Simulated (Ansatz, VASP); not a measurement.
**Tl in VASP and in Ansatz**

File POSCAR:

```
Tl
1.0
    5.6867200717      0.0000000000      0.0000000000
   -2.8433600358      4.9248440463      0.0000000000
    0.0000000000      0.0000000000      3.5006842161
Tl
3
Direct
    0.0000000000      0.0000000000      0.0000000000
    0.3333333333      0.6666666667      0.5000000000
    0.6666666667      0.3333333333      0.5000000000
```

INCAR.step1

```
ALGO = Normal ; EDIFF = 1E-4
ENCUT = 520 ; GGA = PE
ISMEAR = -1 ; LASPH = T
LCHARG = F ; LREAL = F
LWAVE = T ; NBANDS = 26
NELM = 60 ; PREC = Accurate
SIGMA = 0.1
```

INCAR.step2

```
ALGO = Normal ; EDIFF = 1E-6
ENCUT = 520 ; ISIF = 2
ISMEAR = -1 ; ISTART = 1
LASPH = T ; LCHARG = F
LMIXTAU = T ; LREAL = F
LWAVE = F ; METAGGA = R2SCAN
NBANDS = 26 ; NELM = 60
PREC = Accurate ; SIGMA = 0.1
```

The input KPOINTS:

```
k-points
0
Gamma
  8 8 10
```

Input for Ansatz:

```yaml
crystal:
  lattice:
    - [5.6867200717, 0.0, 0.0]
    - [-2.8433600358, 4.9248440463, 0.0]
    - [0.0, 0.0, 3.5006842161]
  atoms:
    - { symbol: Tl, position: [0.0, 0.0, 0.0] }
    - { symbol: Tl, position: [0.3333333333, 0.6666666667, 0.5] }
    - { symbol: Tl, position: [0.6666666667, 0.3333333333, 0.5] }
hamiltonian:
  xc: r2scan
  pseudopotentials:
    kind: paw
    azcp:
      Tl: "pseudopotentials/Tl.paw.azcp"
basis:
  ecutwfc: 500
  fft_grid_basis: typed
kpoints:
  mp_grid: { grid: [8, 8, 10], shift: [0, 0, 0] }
magnetization:
  spin_polarized: false
scf:
  occupations: { method: fermi_dirac, width: 0.1 }
  lower_state_search: "off"
output:
  stress: true
```

Alike in both runs: task single point; functional r2SCAN; k mesh 8 × 8 × 10; occupations fermi-dirac, width 0.1 eV; no spin polarisation.

|  | VASP | Ansatz |
| --- | --- | --- |
| version | VASP 6.6.1 | Ansatz 0.2.0 |
| potentials or method | VASP PAW PBE potentials, release 64 (Tl_d), cutoff 520 eV | plane waves (500 eV) with PAW, scalar-relativistic |
| valence electrons in the cell | 39 | 39 |

```tsv
	VASP	Ansatz	Ansatz less VASP
pressure (GPa)	-1.8	-1.7	+0.06
traceless stress, the component that is largest in VASP (GPa)	-0.51	-0.51	+0.007
```

VASP's potentials were made for PBE, not for r2SCAN. The functional is the same, so the differences come from potentials, cutoffs and numerics.

Neither program's run includes spin-orbit coupling.
